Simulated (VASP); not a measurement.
# NdPbI4 (F-43m) in VASP: notebook

NdPbI4 is run at these levels: PBE; tasks: single point, relaxation of cell and atoms.

Everything below comes from runs of VASP 6.6.1. Logs are shortened: lines on timing, memory, paths and dates and some standing lists are left out, and cuts for length are marked.

**1. The cell of the first run**

It takes space group F-43m (No. 216, cubic). Conventional cell: a = 9.525 Å, b = 9.525 Å, c = 9.525 Å, α = 90.00°, β = 90.00°, γ = 90.00°. Nd (site symmetry -43m) has 12 I at 3.95 Å and 4 Pb at 4.12 Å within 5.2 Å. Pb (site symmetry -43m) has 12 I at 3.95 Å and 4 Nd at 4.12 Å within 5.2 Å. Within 4.4 Å of I (site symmetry 3m) lie 6 I at 3.34 to 3.40 Å and 3 Nd at 3.95 Å and 3 Pb at 3.95 Å.

The cell was generated, and may not be a known phase.

**2. Single point, PBE**

The input, INCAR:

```
PREC = Accurate
ENCUT = 500
EDIFF = 1E-6
ISMEAR = 0
SIGMA = 0.1
LREAL = F
LASPH = T
NELM = 200
ALGO = Normal
ISIF = 2
LWAVE = F
LCHARG = T
GGA = PE
LELF = T
LVHAR = T
NBANDS = 36
GGA_COMPAT = F
LMAXMIX = 6
```

The input, KPOINTS:

```
regular mesh
0
Gamma
  4 4 4
```

The input, POSCAR:

```
NdPbI4
1.0
    0.0000000000      4.7623876300      4.7623876300
    4.7623876300      0.0000000000      4.7623876300
    4.7623876300      4.7623876300      0.0000000000
Nd Pb I
1 1 4
Direct
    0.7500000000      0.7500000000      0.7500000000
    0.0000000000      0.0000000000      0.0000000000
    0.8715489800      0.3761503400      0.3761503400
    0.3761503400      0.3761503400      0.3761503400
    0.3761503400      0.8715489800      0.3761503400
    0.3761503400      0.3761503400      0.8715489800
```

Potentials or basis: VASP PAW PBE potentials, release 64 (Nd_3, Pb_d, I), 4f in core.

The run is started by

```bash
$ cat potpaw_PBE.64/Nd_3/POTCAR potpaw_PBE.64/Pb_d/POTCAR potpaw_PBE.64/I/POTCAR > POTCAR
$ mpirun -np 1 vasp_std > vasp.out
```

OUTCAR:

```text
PREC = Accurate
   ENCUT = 500
   EDIFF = 1E-6
   ISMEAR = 0
   LREAL = F
   LASPH = T
   NELM = 200
   ISIF = 2
   GGA = PE

 ion  position               nearest neighbor table
   1  0.750  0.750  0.750-
   2  0.000  0.000  0.000-
   3  0.872  0.376  0.376-   4 3.34   5 3.34   6 3.34   4 3.40   6 3.40   5 3.40
   4  0.376  0.376  0.376-   3 3.34   5 3.34   6 3.34   6 3.40   5 3.40   3 3.40
   5  0.376  0.872  0.376-   3 3.34   4 3.34   6 3.34   6 3.40   4 3.40   3 3.40
   6  0.376  0.376  0.872-   3 3.34   4 3.34   5 3.34   4 3.40   5 3.40   3 3.40

  LATTYP: Found a face centered cubic cell.
 ALAT       =     9.5247752600

  Lattice vectors:

 A1 = (   0.0000000000,   4.7623876300,   4.7623876300)
 A2 = (   4.7623876300,   0.0000000000,   4.7623876300)
 A3 = (   4.7623876300,   4.7623876300,   0.0000000000)

Analysis of symmetry for initial positions (statically):
=====================================================================
 Subroutine PRICEL returns:
 Original cell was already a primitive cell.

 Routine SETGRP: Setting up the symmetry group for a
 face centered cubic supercell.

 Subroutine GETGRP returns: Found 24 space group operations
 (whereof 24 operations were pure point group operations)
 out of a pool of 48 trial point group operations.

The static configuration has the point symmetry T_d .

Analysis of symmetry for dynamics (positions and initial velocities):
=====================================================================
 Subroutine PRICEL returns:
 Original cell was already a primitive cell.

 Routine SETGRP: Setting up the symmetry group for a
 face centered cubic supercell.

 Subroutine GETGRP returns: Found 24 space group operations
 (whereof 24 operations were pure point group operations)
 out of a pool of 48 trial point group operations.

The dynamic configuration has the point symmetry T_d .

 Subroutine INISYM returns: Found 24 space group operations
 (whereof 24 operations are pure point group operations),
 and found     1 'primitive' translations

----------------------------------------------------------------------------------------

                                     Primitive cell

  volume of cell :     216.0251

  direct lattice vectors                    reciprocal lattice vectors
     0.000000000  4.762387630  4.762387630    -0.104989354  0.104989354  0.104989354
     4.762387630  0.000000000  4.762387630     0.104989354 -0.104989354  0.104989354
     4.762387630  4.762387630  0.000000000     0.104989354  0.104989354 -0.104989354

  length of vectors
     6.735033176  6.735033176  6.735033176     0.181846895  0.181846895  0.181846895

  position of ions in fractional coordinates (direct lattice)
     0.750000000  0.750000000  0.750000000
     0.000000000  0.000000000  0.000000000
     0.871548980  0.376150340  0.376150340
     0.376150340  0.376150340  0.376150340
     0.376150340  0.871548980  0.376150340
     0.376150340  0.376150340  0.871548980

  ion indices of the primitive-cell ions
   primitive index   ion index
                 1           1
                 2           2
                 3           3
                 4           4
                 5           5
                 6           6

----------------------------------------------------------------------------------------

 KPOINTS: regular mesh

Automatic generation of k-mesh.
 Grid dimensions read from file:
 generate k-points for:    4    4    4

 Generating k-lattice:

  Cartesian coordinates                     Fractional coordinates (reciprocal lattice)
    -0.026247338  0.026247338  0.026247338     0.250000000  0.000000000  0.000000000
     0.026247338 -0.026247338  0.026247338     0.000000000  0.250000000  0.000000000
     0.026247338  0.026247338 -0.026247338     0.000000000  0.000000000  0.250000000

  Length of vectors
     0.045461724  0.045461724  0.045461724

  Shift w.r.t. Gamma in fractional coordinates (k-lattice)
     0.000000000  0.000000000  0.000000000

 Subroutine IBZKPT returns following result:
 ===========================================

 Found      8 irreducible k-points:

 Following reciprocal coordinates:
            Coordinates               Weight
  0.000000  0.000000  0.000000      1.000000
  0.250000  0.000000  0.000000      8.000000
  0.500000  0.000000  0.000000      4.000000
  0.250000  0.250000  0.000000      6.000000
  0.500000  0.250000  0.000000     24.000000
 -0.250000  0.250000  0.000000     12.000000
  0.500000  0.500000  0.000000      3.000000
 -0.250000  0.500000  0.250000      6.000000
   k-points           NKPTS =      8   k-points in BZ     NKDIM =      8   number of bands    NBANDS=     36
   number of dos      NEDOS =    301   number of ions     NIONS =      6
   total plane-waves  NPLWV = 125000
   dimension x,y,z NGX =    50 NGY =   50 NGZ =   50
   dimension x,y,z NGXF=   100 NGYF=  100 NGZF=  100
   ions per type =               1   1   4
   NGX,Y,Z   is equivalent  to a cutoff of  12.34, 12.34, 12.34 a.u.
   NGXF,Y,Z  is equivalent  to a cutoff of  24.68, 24.68, 24.68 a.u.
 SYSTEM =  unknown system
   PREC   = accura    normal or accurate (medium, high low for compatibility)
   ISTART =      0    job   : 0-new  1-cont  2-samecut
   ICHARG =      2    charge: 1-file 2-atom 10-const
   ISPIN  =      1    spin polarized calculation?
   LNONCOLLINEAR =      F non collinear calculations
   LSORBIT =      F    spin-orbit coupling
   LASPH  =      T    aspherical Exc in radial PAW
   ENCUT  =  500.0 eV  36.75 Ry    6.06 a.u.  12.28 12.28 12.28*2*pi/ulx,y,z
   NELM   =    200;   NELMIN=  2; NELMDL= -5     # of ELM steps
   EDIFF  = 0.1E-05   stopping-criterion for ELM
   LREAL  =      F    real-space projection
   EDIFFG = 0.1E-04   stopping-criterion for IOM
   NSW    =      0    number of steps for IOM
   IBRION =     -1    ionic relax: 0-MD 1-quasi-New 2-CG
   NFREE  =      0    steps in history (QN), initial steepest desc. (CG)
   ISIF   =      2    stress and relaxation
   ISYM   =      2    0-nonsym 1-usesym 2-fastsym
   POTIM  = 0.5000    time-step for ionic-motion
   TEBEG  =    0.0;   TEEND  =   0.0 temperature during run
   PSTRESS=    0.0 pullay stress
   NELECT =      53.0000    total number of electrons
   NUPDOWN=      -1.0000    fix difference up-down
   EMIN   =  10.00;   EMAX   =-10.00  energy-range for DOS
   EFERMI =   0.00;   METHOD = LEGACY
   ISMEAR =     0;   SIGMA  =   0.10  broadening in eV -4-tet -1-fermi 0-gaus
   EFERMI_NEDOS =   21; number of points for ismear=-14 and -15
   IALGO  =     38    algorithm
   IMIX   =      4    mixing-type and parameters
     AMIX     =   0.40;   BMIX     =  1.00
     AMIX_MAG =   1.60;   BMIX_MAG =  1.00
  volume/ion in A,a.u.               =      36.00       242.97
  Fermi-wavevector in a.u.,A,eV,Ry     =   1.024862  1.936708 14.290771  1.050342
  Thomas-Fermi vector in A             =   2.158672
   LORBIT       =      0    0 simple, 1 ext, 2 COOP (PROOUT), +10 PAW based schemes
   GGA     = PE    functional components
   LHFCALC =     F    Hartree Fock is set to
   AEXX    =    0.0000 exact exchange contribution
   IVDW    =     0    specifies the selected vdW correction
   LEPSILON=     F    determine dielectric tensor
   LRPA    =     F    only Hartree local field effects (RPA)
 non-spin polarized calculation
 Gauss-broadening in eV      SIGMA  =   0.10
  energy-cutoff  :      500.00
  volume of cell :      216.03
 maximum number of plane-waves:      5577
 NGX is ok and might be reduce to    50
   NGX = 25   NGY = 25   NGZ = 25

 number of electron      53.0000001 magnetization

 Free energy of the ion-electron system (eV)
  ---------------------------------------------------
  ext. energy  EPLUGINS =         0.00000000
  ---------------------------------------------------
  free energy    TOTEN  =       -12.99317766 eV

  energy without entropy =      -12.93495486  energy(sigma->0) =      -12.96406626

 E-fermi :   5.3096     XC(G=0):  -9.1220

 val. band max:        5.3032343673   @ k =   0.5000   0.2500   0.0000
 cond. band min:       5.4005840233   @ k =   0.5000   0.0000   0.0000
 fundamental gap:      0.0973496560
 Fermi energy:         5.3095689732

 k-point     1 :       0.0000    0.0000    0.0000
  band No.  band energies     occupation
      1     -34.7588      2.00000
      2     -15.7151      2.00000
      3     -15.7151      2.00000
      4     -15.7151      2.00000
      5     -11.8078      2.00000
      6     -11.8078      2.00000
[... 28 lines left out ...]
     35       6.9942      0.00000
     36      10.9969      0.00000

 k-point     2 :       0.2500    0.0000    0.0000
  band No.  band energies     occupation
      1     -34.7588      2.00000
      2     -15.7162      2.00000
      3     -15.7152      2.00000
      4     -15.7152      2.00000
      5     -11.8081      2.00000
      6     -11.8077      2.00000
[... 28 lines left out ...]
     35       8.0430      0.00000
     36       9.3209      0.00000

 k-point     3 :       0.5000    0.0000    0.0000
  band No.  band energies     occupation
      1     -34.7588      2.00000
      2     -15.7174      2.00000
      3     -15.7153      2.00000
      4     -15.7153      2.00000
      5     -11.8084      2.00000
      6     -11.8076      2.00000
[... 28 lines left out ...]
     35       7.6507      0.00000
     36      10.2733      0.00000

 k-point     4 :       0.2500    0.2500    0.0000
  band No.  band energies     occupation
      1     -34.7588      2.00000
      2     -15.7162      2.00000
      3     -15.7155      2.00000
      4     -15.7155      2.00000
      5     -11.8083      2.00000
      6     -11.8076      2.00000
[... 28 lines left out ...]
     35       8.0248      0.00000
     36       9.7216      0.00000

 k-point     5 :       0.5000    0.2500    0.0000
  band No.  band energies     occupation
      1     -34.7588      2.00000
      2     -15.7170      2.00000
      3     -15.7158      2.00000
      4     -15.7156      2.00000
      5     -11.8084      2.00000
      6     -11.8076      2.00000
[... 28 lines left out ...]
     35       7.7686      0.00000
     36      10.0879      0.00000

 k-point     6 :      -0.2500    0.2500    0.0000
  band No.  band energies     occupation
      1     -34.7588      2.00000
      2     -15.7168      2.00000
      3     -15.7159      2.00000
      4     -15.7153      2.00000
      5     -11.8082      2.00000
      6     -11.8077      2.00000
[... 28 lines left out ...]
     35       7.9430      0.00000
     36       9.9039      0.00000

 k-point     7 :       0.5000    0.5000    0.0000
  band No.  band energies     occupation
      1     -34.7588      2.00000
      2     -15.7172      2.00000
      3     -15.7158      2.00000
      4     -15.7158      2.00000
      5     -11.8088      2.00000
      6     -11.8074      2.00000
[... 28 lines left out ...]
     35       8.0950      0.00000
     36       9.6150      0.00000

 k-point     8 :      -0.2500    0.5000    0.2500
  band No.  band energies     occupation
      1     -34.7588      2.00000
      2     -15.7168      2.00000
      3     -15.7161      2.00000
      4     -15.7158      2.00000
      5     -11.8084      2.00000
      6     -11.8078      2.00000
[... 28 lines left out ...]
     35       7.5697      0.00000
     36       9.5461      0.00000

------------------------ aborting loop because EDIFF is reached ----------------------------------------

  FORCE on cell =-STRESS in cart. coord.  units (eV):
  Direction    XX          YY          ZZ          XY          YZ          ZX
  --------------------------------------------------------------------------------------
  -------------------------------------------------------------------------------------
  Total        1.5291203      1.5291203      1.5291203      0.0000000      0.0000000     -0.0000000
  in kB       11.3409132     11.3409132     11.3409132      0.0000000      0.0000000     -0.0000000
  external PRESSURE =      11.3409132 kB  Pullay stress =       0.0000000 kB

 VOLUME and BASIS-vectors are now :
 -----------------------------------------------------------------------------
  energy-cutoff  :      500.00
  volume of cell :      216.03
      direct lattice vectors                 reciprocal lattice vectors
     0.000000000  4.762387630  4.762387630    -0.104989354  0.104989354  0.104989354
     4.762387630  0.000000000  4.762387630     0.104989354 -0.104989354  0.104989354
     4.762387630  4.762387630  0.000000000     0.104989354  0.104989354 -0.104989354

 POSITION                                       TOTAL-FORCE (eV/Angst)
 -----------------------------------------------------------------------------------
      7.14358      7.14358      7.14358        -0.000000     -0.000000      0.000000
      0.00000      0.00000      0.00000        -0.000000     -0.000000      0.000000
      3.58275      5.94203      5.94203        -0.131432      0.131432      0.131432
      3.58275      3.58275      3.58275        -0.131432     -0.131432     -0.131432
      5.94203      3.58275      5.94203         0.131432     -0.131432      0.131432
      5.94203      5.94203      3.58275         0.131432      0.131432     -0.131432
 -----------------------------------------------------------------------------------
    total drift:                               -0.000000     -0.000000     -0.000000

  FREE ENERGIE OF THE ION-ELECTRON SYSTEM (eV)
  ---------------------------------------------------
  free  energy   TOTEN  =       -12.9931776598 eV

  energy  without entropy=      -12.9349548566  energy(sigma->0) =      -12.96406626
```

Wall time 55 s (1 thread of Intel Xeon 6975P-C (Granite Rapids), shared host); peak memory 0.37 GiB.

Results:

```yaml
Free_energy: -12.9932 eV
Pressure: 1.1 GPa
Largest_force: 0.228 eV/Å
Band_gap_on_the_k_mesh: zero (an odd number of electrons rules out a gap without spin polarisation)
```

Forces in eV/Å, atoms in the order of the input:
```
Nd   0.000  0.000  0.000
Pb   0.000  0.000  0.000
I   -0.131  0.131  0.131
I   -0.131 -0.131 -0.131
I    0.131 -0.131  0.131
I    0.131  0.131 -0.131
```

Caveat: spin-orbit coupling is left out, which moves the levels of the heavy elements; the 4f electrons are frozen in the core, so they carry no moment and show no levels; an odd number of electrons without spin polarisation forces a metal; a magnetic or distorted state may lie lower; the run has no spin polarisation, though such a crystal can be magnetic. Spin polarisation is off, so any magnetic state and its effect on volume and gap are missing.

(Part 1 of 2 ends here.)

The gap in the log of VASP goes by the Fermi energy; the results here count the filled bands.